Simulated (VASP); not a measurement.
# C (Fmmm) in VASP: a series of runs

The runs below take C through single point, with PBEsol.

Program: VASP 6.6.1. These are calculated values, not measurements. Logs are shortened: lines on timing, memory, paths and dates and some standing lists are left out, and cuts for length are marked.

## Step 1: The cell of the first run

The structure is orthorhombic, space group Fmmm (No. 69). Conventional cell: a = 2.456 Å, b = 4.254 Å, c = 6.696 Å, α = 90.00°, β = 90.00°, γ = 90.00°. C (site symmetry m2m) has 3 C at 1.42 Å within 1.9 Å.

## Step 2: Single point, PBEsol

Input file INCAR:

```
SYSTEM = C
  PREC = Accurate
  ENCUT = 520
  EDIFF = 1E-6
  ISMEAR = 1
  SIGMA = 0.15
  LREAL = .FALSE.
  LASPH = .TRUE.
  NELM = 100
  ALGO = Normal
  ISIF = 2
  LWAVE = .FALSE.
  LCHARG = .FALSE.
  GGA = PS
  NBANDS = 11
```

Input file KPOINTS:

```
Automatic mesh
0
G
  14 14 14
  0 0 0
```

Input file POSCAR:

```
C
1.0
    0.0000000000      2.1270000000      3.3480000000
    1.2280000000      0.0000000000      3.3480000000
    1.2280000000      2.1270000000      0.0000000000
C
2
Direct
    0.1666666667      0.8333333333      0.1666666667
    0.8333333333      0.1666666667      0.8333333333
```

Potentials or basis: VASP PAW PBE potentials, release 64 (C).

Launch:

```
$ cat potpaw_PBE.64/C/POTCAR > POTCAR
$ mpirun -np 1 vasp_std > vasp.out
```

OUTCAR:

```text
SYSTEM = C
   PREC = Accurate
   ENCUT = 520
   EDIFF = 1E-6
   ISMEAR = 1
   LREAL = .FALSE.
   LASPH = .TRUE.
   NELM = 100
   ISIF = 2
   GGA = PS

 ion  position               nearest neighbor table
   1  0.167  0.833  0.167-   2 1.42   2 1.42   2 1.42
   2  0.833  0.167  0.833-   1 1.42   1 1.42   1 1.42

  LATTYP: Found a face centered orthorhombic cell.
 ALAT       =     2.4560000000
 B/A-ratio  =     1.7320846906
 C/A-ratio  =     2.7263843648

  Lattice vectors:

 A1 = (   0.0000000000,   2.1270000000,   3.3480000000)
 A2 = (   1.2280000000,   0.0000000000,   3.3480000000)
 A3 = (   1.2280000000,   2.1270000000,   0.0000000000)

Analysis of symmetry for initial positions (statically):
=====================================================================
 Subroutine PRICEL returns:
 Original cell was already a primitive cell.

 Routine SETGRP: Setting up the symmetry group for a
 face centered orthorhombic supercell.

 Subroutine GETGRP returns: Found  8 space group operations
 (whereof  8 operations were pure point group operations)
 out of a pool of  8 trial point group operations.

The static configuration has the point symmetry D_2h.

Analysis of symmetry for dynamics (positions and initial velocities):
=====================================================================
 Subroutine PRICEL returns:
 Original cell was already a primitive cell.

 Routine SETGRP: Setting up the symmetry group for a
 face centered orthorhombic supercell.

 Subroutine GETGRP returns: Found  8 space group operations
 (whereof  8 operations were pure point group operations)
 out of a pool of  8 trial point group operations.

The dynamic configuration has the point symmetry D_2h.

 Subroutine INISYM returns: Found  8 space group operations
 (whereof  8 operations are pure point group operations),
 and found     1 'primitive' translations

----------------------------------------------------------------------------------------

                                     Primitive cell

  volume of cell :      17.4897

  direct lattice vectors                    reciprocal lattice vectors
     0.000000000  2.127000000  3.348000000    -0.407166124  0.235072873  0.149342891
     1.228000000  0.000000000  3.348000000     0.407166124 -0.235072873  0.149342891
     1.228000000  2.127000000  0.000000000     0.407166124  0.235072873 -0.149342891

  length of vectors
     3.966513961  3.566102635  2.456036034     0.493301943  0.493301943  0.493301943

  position of ions in fractional coordinates (direct lattice)
     0.166666667  0.833333333  0.166666667
     0.833333333  0.166666667  0.833333333

  ion indices of the primitive-cell ions
   primitive index   ion index
                 1           1
                 2           2

----------------------------------------------------------------------------------------

 KPOINTS: Automatic mesh

Automatic generation of k-mesh.
 Grid dimensions read from file:
 generate k-points for:   14   14   14

 Generating k-lattice:

  Cartesian coordinates                     Fractional coordinates (reciprocal lattice)
    -0.029083295  0.016790919  0.010667349     0.071428571  0.000000000  0.000000000
     0.029083295 -0.016790919  0.010667349     0.000000000  0.071428571  0.000000000
     0.029083295  0.016790919 -0.010667349     0.000000000  0.000000000  0.071428571

  Length of vectors
     0.035235853  0.035235853  0.035235853

  Shift w.r.t. Gamma in fractional coordinates (k-lattice)
     0.000000000  0.000000000  0.000000000

 Subroutine IBZKPT returns following result:
 ===========================================

 Found    428 irreducible k-points:

 Following reciprocal coordinates:
            Coordinates               Weight
  0.000000  0.000000  0.000000      1.000000
  0.071429  0.000000  0.000000      8.000000
  0.142857  0.000000  0.000000      8.000000
  0.214286  0.000000  0.000000      8.000000
  0.285714  0.000000  0.000000      8.000000
  0.357143  0.000000 -0.000000      8.000000
[... 16 lines left out ...]
  0.214286  0.142857  0.000000      8.000000
  0.285714  0.142857  0.000000      8.000000
 [... further k-points ...]
   k-points           NKPTS =    428   k-points in BZ     NKDIM =    428   number of bands    NBANDS=     11
   number of dos      NEDOS =    301   number of ions     NIONS =      2
   total plane-waves  NPLWV =  15120
   dimension x,y,z NGX =    30 NGY =   28 NGZ =   18
   dimension x,y,z NGXF=    60 NGYF=   56 NGZF=   36
   ions per type =               2
   NGX,Y,Z   is equivalent  to a cutoff of  12.57, 13.05, 12.18 a.u.
   NGXF,Y,Z  is equivalent  to a cutoff of  25.15, 26.11, 24.37 a.u.
 SYSTEM =  C
   PREC   = accura    normal or accurate (medium, high low for compatibility)
   ISTART =      0    job   : 0-new  1-cont  2-samecut
   ICHARG =      2    charge: 1-file 2-atom 10-const
   ISPIN  =      1    spin polarized calculation?
   LNONCOLLINEAR =      F non collinear calculations
   LSORBIT =      F    spin-orbit coupling
   LASPH  =      T    aspherical Exc in radial PAW
   ENCUT  =  520.0 eV  38.22 Ry    6.18 a.u.   7.38  6.63  4.57*2*pi/ulx,y,z
   NELM   =    100;   NELMIN=  2; NELMDL= -5     # of ELM steps
   EDIFF  = 0.1E-05   stopping-criterion for ELM
   LREAL  =      F    real-space projection
   EDIFFG = 0.1E-04   stopping-criterion for IOM
   NSW    =      0    number of steps for IOM
   IBRION =     -1    ionic relax: 0-MD 1-quasi-New 2-CG
   NFREE  =      0    steps in history (QN), initial steepest desc. (CG)
   ISIF   =      2    stress and relaxation
   ISYM   =      2    0-nonsym 1-usesym 2-fastsym
   POTIM  = 0.5000    time-step for ionic-motion
   TEBEG  =    0.0;   TEEND  =   0.0 temperature during run
   PSTRESS=    0.0 pullay stress
   NELECT =       8.0000    total number of electrons
   NUPDOWN=      -1.0000    fix difference up-down
   EMIN   =  10.00;   EMAX   =-10.00  energy-range for DOS
   EFERMI =   0.00;   METHOD = LEGACY
   ISMEAR =     1;   SIGMA  =   0.15  broadening in eV -4-tet -1-fermi 0-gaus
   EFERMI_NEDOS =   21; number of points for ismear=-14 and -15
   IALGO  =     38    algorithm
   IMIX   =      4    mixing-type and parameters
     AMIX     =   0.40;   BMIX     =  1.00
     AMIX_MAG =   1.60;   BMIX_MAG =  1.00
  volume/ion in A,a.u.               =       8.74        59.01
  Fermi-wavevector in a.u.,A,eV,Ry     =   1.261376  2.383654 21.647797  1.591068
  Thomas-Fermi vector in A             =   2.394838
   LORBIT       =      0    0 simple, 1 ext, 2 COOP (PROOUT), +10 PAW based schemes
   GGA     = PS    functional components
   LHFCALC =     F    Hartree Fock is set to
   AEXX    =    0.0000 exact exchange contribution
   IVDW    =     0    specifies the selected vdW correction
   LEPSILON=     F    determine dielectric tensor
   LRPA    =     F    only Hartree local field effects (RPA)
 non-spin polarized calculation
 Methfessel and Paxton  Order N= 1 SIGMA  =   0.15
  energy-cutoff  :      520.00
  volume of cell :       17.49
 maximum number of plane-waves:       499
 NGX is ok and might be reduce to    30
   NGX = 15   NGY = 13   NGZ =  9

 number of electron       8.0000000 magnetization

 Free energy of the ion-electron system (eV)
  ---------------------------------------------------
  ext. energy  EPLUGINS =         0.00000000
  ---------------------------------------------------
  free energy    TOTEN  =       -19.28124574 eV

  energy without entropy =      -19.28147333  energy(sigma->0) =      -19.28132160

 E-fermi :   5.0566     XC(G=0): -10.5827

 val. band max:        4.8149858913   @ k =   0.5000  -0.1429   0.3571
 cond. band min:       5.1517679199   @ k =  -0.1429   0.2143   0.2857
 fundamental gap:      0.3367820286
 Fermi energy:         5.0565945496

 k-point     1 :       0.0000    0.0000    0.0000
  band No.  band energies     occupation
      1     -15.0211      2.00000
      2      -1.9398      2.00000
      3       1.7129      2.00000
      4       1.7407      2.00000
      5       8.7070      0.00000
      6      13.0638      0.00000
      7      13.1358      0.00000
      8      16.2351      0.00000
      9      17.6688      0.00000
     10      27.1627      0.00000
     11      30.2247      0.00000

 k-point     2 :       0.0714    0.0000    0.0000
  band No.  band energies     occupation
      1     -14.8947      2.00000
      2      -1.8317      2.00000
      3       1.2508      2.00000
      4       1.4618      2.00000
      5       8.9194      0.00000
      6      13.1698      0.00000
      7      13.6092      0.00000
      8      15.7810      0.00000
      9      17.8926      0.00000
     10      27.5717      0.00000
     11      28.9770      0.00000

 k-point     3 :       0.1429    0.0000    0.0000
  band No.  band energies     occupation
      1     -14.5170      2.00000
      2      -1.5057      2.00000
      3      -0.0148      2.00000
      4       0.8209      2.00000
      5       9.5500      0.00000
      6      13.1779      0.00000
      7      14.5363      0.00000
      8      15.0355      0.00000
      9      18.6160      0.00000
     10      26.5663      0.00000
     11      28.6629      0.00000
[... 267 lines left out ...]
 k-point    23 :       0.2143    0.1429    0.0000
  band No.  band energies     occupation
      1     -14.8144      2.00000
      2      -2.4652      2.00000
      3       1.2418      2.00000
      4       1.4613      2.00000
      5      10.3249      0.00000
      6      13.1560      0.00000
      7      13.6060      0.00000
      8      15.8393      0.00000
      9      17.8442      0.00000
     10      27.3911      0.00000
     11      28.3881      0.00000

 k-point    24 :       0.2857    0.1429    0.0000
  band No.  band energies     occupation
      1     -14.4177      2.00000
      2      -2.2587      2.00000
      3      -0.0350      2.00000
      4       0.8208      2.00000
      5      11.2960      0.00000
      6      13.1733      0.00000
      7      14.6548      0.00000
      8      15.0465      0.00000
      9      18.5177      0.00000
     10      26.5800      0.00000
     11      28.5044      0.00000

 [... further k-points ...]

------------------------ aborting loop because EDIFF is reached ----------------------------------------

  FORCE on cell =-STRESS in cart. coord.  units (eV):
  Direction    XX          YY          ZZ          XY          YZ          ZX
  --------------------------------------------------------------------------------------
  -------------------------------------------------------------------------------------
  Total        0.2453823      0.2546818      0.1928217     -0.0000000      0.0000000      0.0000000
  in kB       22.4787699     23.3306645     17.6638400     -0.0000000      0.0000000      0.0000000
  external PRESSURE =      21.1577581 kB  Pullay stress =       0.0000000 kB

 VOLUME and BASIS-vectors are now :
 -----------------------------------------------------------------------------
  energy-cutoff  :      520.00
  volume of cell :       17.49
      direct lattice vectors                 reciprocal lattice vectors
     0.000000000  2.127000000  3.348000000    -0.407166124  0.235072873  0.149342891
     1.228000000  0.000000000  3.348000000     0.407166124 -0.235072873  0.149342891
     1.228000000  2.127000000  0.000000000     0.407166124  0.235072873 -0.149342891

 POSITION                                       TOTAL-FORCE (eV/Angst)
 -----------------------------------------------------------------------------------
      1.22800      0.70900      3.34800         0.000000      0.038472      0.000000
      1.22800      3.54500      3.34800         0.000000     -0.038472      0.000000
 -----------------------------------------------------------------------------------
    total drift:                               -0.000000     -0.000000     -0.000000

  FREE ENERGIE OF THE ION-ELECTRON SYSTEM (eV)
  ---------------------------------------------------
  free  energy   TOTEN  =       -19.2812457386 eV

  energy  without entropy=      -19.2814733258  energy(sigma->0) =      -19.28132160
```

Wall time 2.4 min (1 thread of Intel Xeon 8259CL, shared host); peak memory 0.18 GiB.

Results:

- Free energy: -19.2812 eV
- Pressure: 2.1 GPa
- Largest force: 0.038 eV/Å

Forces on the atoms (eV/Å):
```
C    0.000  0.038  0.000
C    0.000 -0.038  0.000
```

Caveat: this functional lacks dispersion, which binds the layers, so the pressure and a relaxed spacing across them are unreliable; the PAW data sets were made with another functional, which shifts forces and pressure a little.

## Step 3: Single point, PBEsol

This run uses another cell than the first one, of 8.92 Å³/atom.

Input file INCAR:

```
SYSTEM = C
PREC = Accurate
ENCUT = 520
EDIFF = 1E-6
ISMEAR = 1
SIGMA = 0.15
LREAL = .FALSE.
LASPH = .TRUE.
NELM = 80
ALGO = Normal
ISIF = 2
LWAVE = .FALSE.
LCHARG = .FALSE.
GGA = PS
NBANDS = 11
```

Input file KPOINTS:

```
regular mesh
0
G
  14 14 14
  0 0 0
```

Input file POSCAR:

```
C
1.0
    0.0000000000      2.1410865032      3.3701728316
    1.2361326873      0.0000000000      3.3701728316
    1.2361326873      2.1410865032      0.0000000000
C
2
Direct
    0.1666666667      0.8333333333      0.1666666667
    0.8333333333      0.1666666667      0.8333333333
```

Potentials or basis: VASP PAW PBE potentials, release 64 (C).

Launch:

```
$ cat potpaw_PBE.64/C/POTCAR > POTCAR
$ mpirun -np 1 vasp_std > vasp.out
```

Wall time 2.4 min (1 thread of Intel Xeon 8259CL, shared host); peak memory 0.19 GiB.

The run converged. Its results:

- Free energy: -19.2800 eV
- Pressure: -3.4 GPa
- Largest force: 0.037 eV/Å

Forces on the atoms (eV/Å):
```
C    0.000  0.037  0.000
C    0.000 -0.037  0.000
```

Stress tensor (GPa, compression positive):
```
-5.92  0.00  0.00
 0.00 -5.83  0.00
 0.00  0.00  1.57
```

Caveat: the cell stands under tension; this functional lacks dispersion, which binds the layers, so the pressure and a relaxed spacing across them are unreliable; the PAW data sets were made with another functional, which shifts forces and pressure a little.

(Continued in part 2 of 2.)
